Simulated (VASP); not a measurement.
Input of a VASP 6.6.1 run:

Contents of INCAR:

```
PREC = Accurate
ENCUT = 520
EDIFF = 1E-6
ISMEAR = 0
SIGMA = 0.1
LREAL = False
LASPH = True
NELM = 100
ALGO = Normal
ISIF = 2
LWAVE = False
LCHARG = False
LDIPOL = True
IDIPOL = 3
DIPOL = 0.5 0.5 0.316
GGA = PE
NBANDS = 104
```

Contents of KPOINTS:

```
regular mesh
0
Gamma
  5 5 1
```

The input POSCAR:

```
Rh12C
1.0
    5.4165863251      0.0000000000      0.0000000000
    0.0000000000      5.4165863251      0.0000000000
    0.0000000000      0.0000000000     19.1737394690
Rh C
12 1
Direct
    0.2500000000      0.2500000000      0.2086186686
    0.2500000000      0.7500000000      0.2086186686
    0.7500000000      0.2500000000      0.2086186686
    0.7500000000      0.7500000000      0.2086186686
    0.0000000000      0.0000000000      0.3044995961
    0.0000000000      0.5000000000      0.3044995961
    0.5000000000      0.0000000000      0.3044995961
    0.5000000000      0.5000000000      0.3044995961
    0.2500000000      0.2500000000      0.4002213278
    0.2500000000      0.7500000000      0.4002213278
    0.7500000000      0.2500000000      0.4002213278
    0.7500000000      0.7500000000      0.4002213278
    0.3333333333      0.5000000000      0.4596628202
```

Potentials or basis: VASP PAW PBE potentials, release 64 (Rh_pv, C).

Command:

```sh
$ cat potpaw_PBE.64/Rh_pv/POTCAR potpaw_PBE.64/C/POTCAR > POTCAR
$ mpirun -np 1 vasp_std > vasp.out
```

Question: Predict the band gap on the k mesh.

Answer: Zero (bands 92 and 93 overlap by 0.66 eV).

Question: Estimate the largest force.

Answer: 1.222 eV/Å.

Forces on the atoms (eV/Å):
```
Rh   0.000 -0.021  0.063
Rh   0.000  0.021  0.063
Rh  -0.032  0.100 -0.024
Rh  -0.032 -0.100 -0.024
Rh  -0.296  0.000 -0.479
Rh  -0.500  0.000 -0.749
Rh   0.049  0.000 -0.323
Rh   0.372  0.000 -0.700
Rh  -0.100 -0.855  0.867
Rh  -0.100  0.855  0.867
Rh  -0.052  0.038  0.167
Rh  -0.052 -0.038  0.167
C    0.742  0.000  0.104
```
